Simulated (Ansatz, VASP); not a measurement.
## Ga4As3P in VASP and in Ansatz

INCAR

```
SYSTEM = Ga4As3P
PREC = Accurate
ENCUT = 600
EDIFF = 1E-6
ISMEAR = 0
SIGMA = 0.1
LREAL = .FALSE.
LASPH = .TRUE.
NELM = 100
ALGO = Normal
ISIF = 3
LWAVE = .FALSE.
LCHARG = .FALSE.
GGA = PE
IBRION = 2
NSW = 90
EDIFFG = -0.04
```

KPOINTS

```
regular mesh
0
G
  4 4 2
  0 0 0
```

Contents of POSCAR:

```
Ga4As3P
1.0
    3.8849205900      0.0000000000      0.0000000000
    0.0000000000      3.8849205900      0.0000000000
    0.0000000000      0.0000000000     10.9882147800
Ga P As
4 1 3
Direct
    0.5000000000      0.0000000000      0.8750000000
    0.0000000000      0.5000000000      0.1250000000
    0.5000000000      0.0000000000      0.3750000000
    0.0000000000      0.5000000000      0.6250000000
    0.5000000000      0.5000000000      0.0000000000
    0.0000000000      0.0000000000      0.2500000000
    0.5000000000      0.5000000000      0.5000000000
    0.0000000000      0.0000000000      0.7500000000
```

Input for Ansatz:

```yaml
crystal:
  lattice:
    - [3.88492059, 0.0, 0.0]
    - [0.0, 3.88492059, 0.0]
    - [0.0, 0.0, 10.98821478]
  atoms:
    - { symbol: Ga, position: [0.5, 0.0, 0.875] }
    - { symbol: Ga, position: [0.0, 0.5, 0.125] }
    - { symbol: Ga, position: [0.5, 0.0, 0.375] }
    - { symbol: Ga, position: [0.0, 0.5, 0.625] }
    - { symbol: P, position: [0.5, 0.5, 0.0] }
    - { symbol: As, position: [0.0, 0.0, 0.25] }
    - { symbol: As, position: [0.5, 0.5, 0.5] }
    - { symbol: As, position: [0.0, 0.0, 0.75] }
basis:
  ecutwfc: 420
kpoints:
  mp_grid: { grid: [4, 4, 2] }
hamiltonian:
  xc: pbe
scf:
  occupations: { method: gaussian, width: 0.1 }
  lower_state_search: "off"
output:
  forces: true
  stress: true
  eigenvalues: true
relax:
  adjacent_minimum: "off"
  f_tol: 0.04
  max_steps: 70
  cell: { stress_tol: 0.4 }
```

Alike in both runs: task relaxation of cell and atoms; functional PBE; k mesh 4 × 4 × 2; occupations gaussian, width 0.1 eV; no spin polarisation.

|  | VASP | Ansatz |
| --- | --- | --- |
| version | VASP 6.6.1 | Ansatz 0.2.0 |
| potentials or method | VASP PAW PBE potentials, release 64 (Ga_d, P, As), cutoff 600 eV | scalar-relativistic, plane waves, PAW |
| valence electrons in the cell | 72 | 102 |

VASP gave:

* gap on the k mesh at the Fermi level, each at its own relaxed structure (eV): 0.44
* relaxed volume (Å³/atom): 22.97
* relaxed length of the cell vector where the two differ most in proportion (Å): 4.043

Problem. Estimate Ansatz's values.

Solution. gap on the k mesh at the Fermi level, each at its own relaxed structure (eV): 0.47; relaxed volume (Å³/atom): 22.92; relaxed length of the cell vector where the two differ most in proportion (Å): 4.036.

VASP's potentials hold 72 valence electrons a cell and Ansatz's 102, so a difference there can come from the potentials and not from the codes.
